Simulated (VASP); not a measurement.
Write the native input for VASP 6.6.1 that does the following.

```
Task                   : single point
Functional             : PBEsol
Potentials or basis    : VASP PAW PBE potentials, release 64 (Sn_d, Se)
Cutoff                 : 520 eV
k mesh                 : 8 × 8 × 8
Occupations            : fermi-dirac, width 0.05 eV
Spin                   : no spin polarisation
Dipole correction      : no
Further INCAR settings : ALGO = Normal; EDIFF = 1e-06; NBANDS = 17
```

The structure of SnSe lies in POSCAR:

```
SnSe
1.0
    0.0000000000      2.9727978773      2.9727978773
    2.9727978773      0.0000000000      2.9727978773
    2.9727978773      2.9727978773      0.0000000000
Sn Se
1 1
Direct
    0.0000000000      0.0000000000      0.0000000000
    0.5000000000      0.5000000000      0.5000000000
```

These files were run (other wordings do the same):

INCAR

```
SYSTEM = SnSe
PREC = Accurate ; ENCUT = 520
EDIFF = 1E-6 ; ISMEAR = -1
SIGMA = 0.05 ; LREAL = .False.
LASPH = .True. ; NELM = 80
ALGO = Normal ; ISIF = 2
LWAVE = .False. ; LCHARG = .True.
GGA = PS ; LELF = .True.
LVHAR = .True. ; NBANDS = 17
```

KPOINTS

```
regular mesh
0
Gamma
  8 8 8
  0 0 0
```

Potentials or basis: VASP PAW PBE potentials, release 64 (Sn_d, Se).

Launch:

```console
$ cat potpaw_PBE.64/Sn_d/POTCAR potpaw_PBE.64/Se/POTCAR > POTCAR
$ mpirun -np 1 vasp_std > vasp.out
```

Results of the run:

```json
{
 "Pressure": "0.0 GPa",
 "Band gap on the k mesh": "0.75 eV, indirect (least direct gap 0.82 eV)"
}
```

Caveat: the PAW data sets were made with another functional, which shifts forces and pressure a little; spin-orbit coupling is left out, which moves the levels of the heavy elements.

It took 30 s on 1 thread of Intel Xeon 8259CL (shared host), peak memory 0.19 GiB.
